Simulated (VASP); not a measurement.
# Bi2Te2Pt3Pb2 (P-3m1) in VASP: single point with PBE

Aim: the single point of Bi2Te2Pt3Pb2 with PBE.

Everything below comes from runs of VASP 6.6.1. Logs are shortened: lines on timing, memory, paths and dates and some standing lists are left out, and cuts for length are marked.

## (1) The cell of the first run

The structure is trigonal, space group P-3m1 (No. 164). The conventional cell has a = 4.222 Å, b = 4.222 Å, c = 16.799 Å, α = 90.00°, β = 90.00°, γ = 120.00°. Bi (site symmetry 3m) has 3 Pt at 2.99 Å and 3 Te at 3.01 Å within 3.9 Å. Pb (site symmetry 3m) has 6 Pt at 2.97 Å within 3.9 Å. Te (site symmetry 3m) has 3 Bi at 3.01 Å and 3 Te at 3.87 Å within 4.0 Å. Pt (site symmetry 3m) has 3 Pb at 2.97 Å and 3 Bi at 2.99 Å within 3.9 Å. Pt (site symmetry -3m) has 6 Pb at 2.97 Å within 3.9 Å.

## (2) Single point, PBE

INCAR reads:

```
SYSTEM = Bi2Te2Pt3Pb2
  ALGO = Normal
  EDIFF = 1E-6
  ENCUT = 520
  GGA = PE
  ISIF = 2
  ISMEAR = -1
  LASPH = .True.
  LCHARG = .False.
  LREAL = .False.
  LWAVE = .False.
  NBANDS = 60
  NELM = 80
  PREC = Accurate
  SIGMA = 0.1
```

KPOINTS reads:

```
k-points
0
Gamma
  5 5 1
  0 0 0
```

POSCAR reads:

```
Bi2Te2Pt3Pb2
1.0
    2.1107840000      3.6559830000      0.0000000000
   -2.1107840000      3.6559830000      0.0000000000
    0.0000000000      0.0000000000     16.7986060000
Bi Pb Te Pt
2 2 2 3
Direct
    0.0000000000      0.0000000000      0.1947700000
    0.0000000000      0.0000000000      0.8052300000
    0.3333300000      0.3333400000      0.6012300000
    0.6666700000      0.6666600000      0.3987700000
    0.3333300000      0.3333400000      0.9106000000
    0.6666700000      0.6666600000      0.0894000000
    0.3333300000      0.3333400000      0.2981700000
    0.6666700000      0.6666600000      0.7018300000
    0.0000000000      0.0000000000      0.5000000000
```

Potentials or basis: VASP PAW PBE potentials, release 64 (Bi_d, Pb_d, Te, Pt).

Command:

```console
$ cat potpaw_PBE.64/Bi_d/POTCAR potpaw_PBE.64/Pb_d/POTCAR potpaw_PBE.64/Te/POTCAR potpaw_PBE.64/Pt/POTCAR > POTCAR
$ mpirun -np 1 vasp_std > vasp.out
```

OUTCAR:

```text
SYSTEM = Bi2Te2Pt3Pb2
   EDIFF = 1E-6
   ENCUT = 520
   GGA = PE
   ISIF = 2
   ISMEAR = -1
   LASPH = .True.
   LREAL = .False.
   NELM = 80
   PREC = Accurate

 ion  position               nearest neighbor table
   1  0.000  0.000  0.195-   7 2.99   7 2.99   7 2.99   6 3.01   6 3.01   6 3.01
   2  0.000  0.000  0.805-   8 2.99   8 2.99   8 2.99   5 3.01   5 3.01   5 3.01
   3  0.333  0.333  0.601-   8 2.97   8 2.97   8 2.97   9 2.97   9 2.97   9 2.97
   4  0.667  0.667  0.399-   7 2.97   7 2.97   7 2.97   9 2.97   9 2.97   9 2.97
   5  0.333  0.333  0.911-   2 3.01   2 3.01   2 3.01
   6  0.667  0.667  0.089-   1 3.01   1 3.01   1 3.01
   7  0.333  0.333  0.298-   4 2.97   4 2.97   4 2.97   1 2.99   1 2.99   1 2.99
   8  0.667  0.667  0.702-   3 2.97   3 2.97   3 2.97   2 2.99   2 2.99   2 2.99
   9  0.000  0.000  0.500-   4 2.97   3 2.97   4 2.97   3 2.97   4 2.97   3 2.97

  LATTYP: Found a hexagonal cell.
 ALAT       =     4.2215661538
 C/A-ratio  =     3.9792355225

  Lattice vectors:

 A1 = (   2.1107840000,  -3.6559830000,   0.0000000000)
 A2 = (   2.1107840000,   3.6559830000,   0.0000000000)
 A3 = (   0.0000000000,   0.0000000000,  16.7986060000)

Analysis of symmetry for initial positions (statically):
=====================================================================
 Subroutine PRICEL returns:
 Original cell was already a primitive cell.

 Routine SETGRP: Setting up the symmetry group for a
 hexagonal supercell.

 Subroutine GETGRP returns: Found  4 space group operations
 (whereof  4 operations were pure point group operations)
 out of a pool of 24 trial point group operations.

The static configuration has the point symmetry C_2h.

Analysis of symmetry for dynamics (positions and initial velocities):
=====================================================================
 Subroutine PRICEL returns:
 Original cell was already a primitive cell.

 Routine SETGRP: Setting up the symmetry group for a
 hexagonal supercell.

 Subroutine GETGRP returns: Found  4 space group operations
 (whereof  4 operations were pure point group operations)
 out of a pool of 24 trial point group operations.

The dynamic configuration has the point symmetry C_2h.

 Subroutine INISYM returns: Found  4 space group operations
 (whereof  4 operations are pure point group operations),
 and found     1 'primitive' translations

----------------------------------------------------------------------------------------

                                     Primitive cell

  volume of cell :     259.2694

  direct lattice vectors                    reciprocal lattice vectors
     2.110784000  3.655983000  0.000000000     0.236878809  0.136762124  0.000000000
    -2.110784000  3.655983000  0.000000000    -0.236878809  0.136762124  0.000000000
     0.000000000  0.000000000 16.798606000     0.000000000  0.000000000  0.059528749

  length of vectors
     4.221566154  4.221566154 16.798606000     0.273524128  0.273524128  0.059528749

  position of ions in fractional coordinates (direct lattice)
     0.000000000  0.000000000  0.194770000
     0.000000000  0.000000000  0.805230000
     0.333330000  0.333340000  0.601230000
     0.666670000  0.666660000  0.398770000
     0.333330000  0.333340000  0.910600000
     0.666670000  0.666660000  0.089400000
     0.333330000  0.333340000  0.298170000
     0.666670000  0.666660000  0.701830000
     0.000000000  0.000000000  0.500000000

  ion indices of the primitive-cell ions
   primitive index   ion index
                 1           1
                 2           2
                 3           3
                 4           4
                 5           5
                 6           6
                 7           7
                 8           8
                 9           9

----------------------------------------------------------------------------------------

 KPOINTS: k-points

Automatic generation of k-mesh.
 Grid dimensions read from file:
 generate k-points for:    5    5    1

 Generating k-lattice:

  Cartesian coordinates                     Fractional coordinates (reciprocal lattice)
     0.047375762  0.027352425  0.000000000     0.200000000  0.000000000  0.000000000
    -0.047375762  0.027352425  0.000000000     0.000000000  0.200000000  0.000000000
     0.000000000  0.000000000  0.059528749     0.000000000  0.000000000  1.000000000

  Length of vectors
     0.054704826  0.054704826  0.059528749

  Shift w.r.t. Gamma in fractional coordinates (k-lattice)
     0.000000000  0.000000000  0.000000000

 Subroutine IBZKPT returns following result:
 ===========================================

 Found      9 irreducible k-points:

 Following reciprocal coordinates:
            Coordinates               Weight
  0.000000  0.000000  0.000000      1.000000
  0.200000 -0.000000  0.000000      4.000000
 -0.000000  0.200000  0.000000      2.000000
  0.400000 -0.000000  0.000000      4.000000
 -0.000000  0.400000  0.000000      2.000000
  0.400000  0.200000  0.000000      2.000000
  0.200000  0.400000  0.000000      4.000000
 -0.400000  0.200000  0.000000      4.000000
 -0.200000  0.400000  0.000000      2.000000
   k-points           NKPTS =      9   k-points in BZ     NKDIM =      9   number of bands    NBANDS=     60
   number of dos      NEDOS =    301   number of ions     NIONS =      9
   total plane-waves  NPLWV = 129024
   dimension x,y,z NGX =    32 NGY =   32 NGZ =  126
   dimension x,y,z NGXF=    64 NGYF=   64 NGZF=  252
   ions per type =               2   2   2   3
   NGX,Y,Z   is equivalent  to a cutoff of  12.60, 12.60, 12.47 a.u.
   NGXF,Y,Z  is equivalent  to a cutoff of  25.20, 25.20, 24.94 a.u.
 SYSTEM =  Bi2Te2Pt3Pb2
   PREC   = accura    normal or accurate (medium, high low for compatibility)
   ISTART =      0    job   : 0-new  1-cont  2-samecut
   ICHARG =      2    charge: 1-file 2-atom 10-const
   ISPIN  =      1    spin polarized calculation?
   LNONCOLLINEAR =      F non collinear calculations
   LSORBIT =      F    spin-orbit coupling
   LASPH  =      T    aspherical Exc in radial PAW
   ENCUT  =  520.0 eV  38.22 Ry    6.18 a.u.   7.85  7.85 31.23*2*pi/ulx,y,z
   NELM   =     80;   NELMIN=  2; NELMDL= -5     # of ELM steps
   EDIFF  = 0.1E-05   stopping-criterion for ELM
   LREAL  =      F    real-space projection
[... 7 lines left out ...]
   TEBEG  =    0.0;   TEEND  =   0.0 temperature during run
   PSTRESS=    0.0 pullay stress
   NELECT =     100.0000    total number of electrons
   NUPDOWN=      -1.0000    fix difference up-down
   EMIN   =  10.00;   EMAX   =-10.00  energy-range for DOS
   EFERMI =   0.00;   METHOD = LEGACY
   ISMEAR =    -1;   SIGMA  =   0.10  broadening in eV -4-tet -1-fermi 0-gaus
   EFERMI_NEDOS =   21; number of points for ismear=-14 and -15
   IALGO  =     38    algorithm
   IMIX   =      4    mixing-type and parameters
     AMIX     =   0.40;   BMIX     =  1.00
     AMIX_MAG =   1.60;   BMIX_MAG =  1.00
  volume/ion in A,a.u.               =      28.81       194.40
  Fermi-wavevector in a.u.,A,eV,Ry     =   1.191675  2.251939 19.321482  1.420089
  Thomas-Fermi vector in A             =   2.327731
   LORBIT       =      0    0 simple, 1 ext, 2 COOP (PROOUT), +10 PAW based schemes
   GGA     = PE    functional components
   LHFCALC =     F    Hartree Fock is set to
   AEXX    =    0.0000 exact exchange contribution
   IVDW    =     0    specifies the selected vdW correction
   LEPSILON=     F    determine dielectric tensor
   LRPA    =     F    only Hartree local field effects (RPA)
 non-spin polarized calculation
  energy-cutoff  :      520.00
  volume of cell :      259.27
 maximum number of plane-waves:      6992
   NGX = 15   NGY = 15   NGZ = 63

 number of electron     100.0000000 magnetization

 number of electron      99.9999997 magnetization

 Free energy of the ion-electron system (eV)
  ---------------------------------------------------
  ext. energy  EPLUGINS =         0.00000000
  ---------------------------------------------------
  free energy    TOTEN  =       -39.51266045 eV

  energy without entropy =      -39.42485881  energy(sigma->0) =      -39.46875963

 E-fermi :   6.2436     XC(G=0): -10.0125

 val. band max:        6.0969375273   @ k =  -0.0000   0.4000   0.0000
 cond. band min:       6.2883675188   @ k =  -0.4000   0.2000   0.0000
 fundamental gap:      0.1914299915
 Fermi energy:         6.2435762988

 k-point     1 :       0.0000    0.0000    0.0000
  band No.  band energies     occupation
      1     -16.6831      2.00000
      2     -16.6831      2.00000
      3     -16.6831      2.00000
      4     -16.6831      2.00000
      5     -16.6656      2.00000
      6     -16.6655      2.00000
[... 52 lines left out ...]
     59      11.0695      0.00000
     60      11.0721      0.00000

 k-point     2 :       0.2000   -0.0000    0.0000
  band No.  band energies     occupation
      1     -16.6868      2.00000
      2     -16.6867      2.00000
      3     -16.6785      2.00000
      4     -16.6785      2.00000
      5     -16.6648      2.00000
      6     -16.6648      2.00000
[... 52 lines left out ...]
     59      10.6764      0.00000
     60      10.7792      0.00000

 k-point     3 :      -0.0000    0.2000    0.0000
  band No.  band energies     occupation
      1     -16.6868      2.00000
      2     -16.6867      2.00000
      3     -16.6785      2.00000
      4     -16.6785      2.00000
      5     -16.6648      2.00000
      6     -16.6648      2.00000
[... 52 lines left out ...]
     59      10.6763      0.00000
     60      10.7793      0.00000

 k-point     4 :       0.4000   -0.0000    0.0000
  band No.  band energies     occupation
      1     -16.6937      2.00000
      2     -16.6936      2.00000
      3     -16.6747      2.00000
      4     -16.6747      2.00000
      5     -16.6688      2.00000
      6     -16.6688      2.00000
[... 52 lines left out ...]
     59      10.0512      0.00000
     60      10.8541      0.00000

 k-point     5 :      -0.0000    0.4000    0.0000
  band No.  band energies     occupation
      1     -16.6937      2.00000
      2     -16.6936      2.00000
      3     -16.6747      2.00000
      4     -16.6747      2.00000
      5     -16.6688      2.00000
      6     -16.6688      2.00000
[... 52 lines left out ...]
     59      10.0512      0.00000
     60      10.8511      0.00000

 k-point     6 :       0.4000    0.2000    0.0000
  band No.  band energies     occupation
      1     -16.6894      2.00000
      2     -16.6894      2.00000
      3     -16.6772      2.00000
      4     -16.6772      2.00000
      5     -16.6645      2.00000
      6     -16.6644      2.00000
[... 52 lines left out ...]
     59      10.3498      0.00000
     60      10.9093      0.00000

 k-point     7 :       0.2000    0.4000    0.0000
  band No.  band energies     occupation
      1     -16.6894      2.00000
      2     -16.6894      2.00000
      3     -16.6772      2.00000
      4     -16.6772      2.00000
      5     -16.6645      2.00000
      6     -16.6644      2.00000
[... 52 lines left out ...]
     59      10.3498      0.00000
     60      10.9093      0.00000

 k-point     8 :      -0.4000    0.2000    0.0000
  band No.  band energies     occupation
      1     -16.6910      2.00000
      2     -16.6909      2.00000
      3     -16.6774      2.00000
      4     -16.6774      2.00000
      5     -16.6647      2.00000
      6     -16.6647      2.00000
[... 52 lines left out ...]
     59       9.8230      0.00000
     60      10.8297      0.00000

 k-point     9 :      -0.2000    0.4000    0.0000
  band No.  band energies     occupation
      1     -16.6910      2.00000
      2     -16.6909      2.00000
      3     -16.6774      2.00000
      4     -16.6774      2.00000
      5     -16.6647      2.00000
      6     -16.6647      2.00000
[... 52 lines left out ...]
     59       9.8230      0.00000
     60      10.8297      0.00000

------------------------ aborting loop because EDIFF is reached ----------------------------------------

  FORCE on cell =-STRESS in cart. coord.  units (eV):
  Direction    XX          YY          ZZ          XY          YZ          ZX
  --------------------------------------------------------------------------------------
  -------------------------------------------------------------------------------------
  Total       -4.1322496     -4.1325457     -3.2632644     -0.0002607     -0.0002285      0.0003958
  in kB      -25.5355917    -25.5374219    -20.1656228     -0.0016108     -0.0014120      0.0024461
  external PRESSURE =     -23.7462121 kB  Pullay stress =       0.0000000 kB

 VOLUME and BASIS-vectors are now :
 -----------------------------------------------------------------------------
  energy-cutoff  :      520.00
  volume of cell :      259.27
      direct lattice vectors                 reciprocal lattice vectors
     2.110784000  3.655983000  0.000000000     0.236878809  0.136762124  0.000000000
    -2.110784000  3.655983000  0.000000000    -0.236878809  0.136762124  0.000000000
     0.000000000  0.000000000 16.798606000     0.000000000  0.000000000  0.059528749

 POSITION                                       TOTAL-FORCE (eV/Angst)
 -----------------------------------------------------------------------------------
      0.00000      0.00000      3.27186         0.000057     -0.000033      1.191372
      0.00000      0.00000     13.52674        -0.000057      0.000033     -1.191372
     -0.00002      2.43733     10.09983         0.000080     -0.000046     -0.043406
      0.00002      4.87463      6.69878        -0.000080      0.000046      0.043406
     -0.00002      2.43733     15.29681         0.000102     -0.000059      0.945647
      0.00002      4.87463      1.50180        -0.000102      0.000059     -0.945647
     -0.00002      2.43733      5.00884         0.000083     -0.000048      0.242169
      0.00002      4.87463     11.78977        -0.000083      0.000048     -0.242169
      0.00000      0.00000      8.39930        -0.000000      0.000000      0.000000
 -----------------------------------------------------------------------------------
    total drift:                               -0.000000      0.000000      0.000000

  FREE ENERGIE OF THE ION-ELECTRON SYSTEM (eV)
  ---------------------------------------------------
  free  energy   TOTEN  =       -39.5126604507 eV

  energy  without entropy=      -39.4248588099  energy(sigma->0) =      -39.46875963
```

It took 4.8 min on 1 thread of Intel Xeon 8259CL, shared host; peak memory 0.44 GiB.

Results:

| Property | Result |
| --- | --- |
| Free energy | -39.5127 eV |
| Pressure | -2.4 GPa |
| Largest force | 1.191 eV/Å |
| Band gap on the k mesh | zero (bands 50 and 51 overlap by 0.50 eV) |

Forces on the atoms (eV/Å):
```
Bi   0.000  0.000  1.191
Bi   0.000  0.000 -1.191
Pb   0.000  0.000 -0.043
Pb   0.000  0.000  0.043
Te   0.000  0.000  0.946
Te   0.000  0.000 -0.946
Pt   0.000  0.000  0.242
Pt   0.000  0.000 -0.242
Pt   0.000  0.000  0.000
```

Levels at points of the mesh, in eV from the Fermi level:
| k point | band 48 | band 49 | band 50 | band 51 | band 52 | band 53 |
| --- | --- | --- | --- | --- | --- | --- |
| (0.00, 0.00, 0.00) | -0.79 | 0.29 | 0.35 | 1.94 | 1.94 | 2.04 |

Caveat: the k points lie up to 0.37 Å⁻¹ apart; spin-orbit coupling is left out, which moves the levels of the heavy elements; this functional lacks dispersion, which binds the layers, so the pressure and a relaxed spacing across them are unreliable; forces of over 1 eV/Å act on the atoms, so gaps and moduli don't describe the material at rest.
